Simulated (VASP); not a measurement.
Input of a VASP 6.6.1 run:

The input INCAR:

```
SYSTEM = Zr
ALGO = Normal ; EDIFF = 1E-8
ENCUT = 520 ; GGA = PS
ISIF = 2 ; ISMEAR = -1
LASPH = .TRUE. ; LCHARG = .FALSE.
LEFG = .TRUE. ; LREAL = .FALSE.
LWAVE = .FALSE. ; NBANDS = 12
NELM = 80 ; PREC = Accurate
SIGMA = 0.08
```

File KPOINTS:

```
k-points
0
G
  14 14 14
  0 0 0
```

POSCAR

```
Zr
1.0
   -1.8160133332      1.8160133332      1.8160133332
    1.8160133332     -1.8160133332      1.8160133332
    1.8160133332      1.8160133332     -1.8160133332
Zr
1
Direct
    0.0000000000      0.0000000000      0.0000000000
```

Potentials or basis: VASP PAW PBE potentials, release 64 (Zr_sv).

The run is started by

```bash
$ cat potpaw_PBE.64/Zr_sv/POTCAR > POTCAR
$ mpirun -np 1 vasp_std > vasp.out
```

(1) Estimate the band gap on the k mesh.

(2) Predict the pressure.

Results:

(1) zero (band 6 reaches 9.37 eV, above the bottom of band 7 at 7.66 eV).

(2) -7.3 GPa.

Caveat: without QUAD_EFG the Cq values of the log hold for a quadrupole moment of 1 mb, not for the nuclei; the PAW data sets were made with another functional, which shifts forces and pressure a little.
